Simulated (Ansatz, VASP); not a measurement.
## Two plane-wave programs on AlN

```
Al N
1.0
     3.27585    0.00000    0.00000
    -1.63793    2.83697    0.00000
     0.00000    0.00000    4.10229
Al N
2 2
Direct
  0.33333 0.66667 0.75000
  0.66667 0.33333 0.25000
  0.33333 0.66667 0.25000
  0.66667 0.33333 0.75000
```

Alike in both runs: functional LDA; k mesh 12 × 12 × 6; occupations methfessel-paxton of order 1, width 0.05 eV; no spin polarisation.

Ansatz relaxed the structure, and its values are those at the end. VASP's run is a single point on that final structure, the one shown.

|  | VASP | Ansatz |
| --- | --- | --- |
| version | VASP 6.6.1 | Ansatz 0.2.0 |
| potentials or method | VASP PAW LDA potentials, release 64 (Al, N), cutoff 520 eV | plane waves, PAW |
| valence electrons in the cell | 16 | 16 |

Ansatz gave:

| Property | Result |
| --- | --- |
| pressure (GPa) | 0.0 |

Task: What did VASP give for the same quantities?

Result: Pressure (GPa): 0.5.

LDA's correlation is that of Perdew and Zunger in VASP and of Perdew and Wang (1992) in Ansatz.
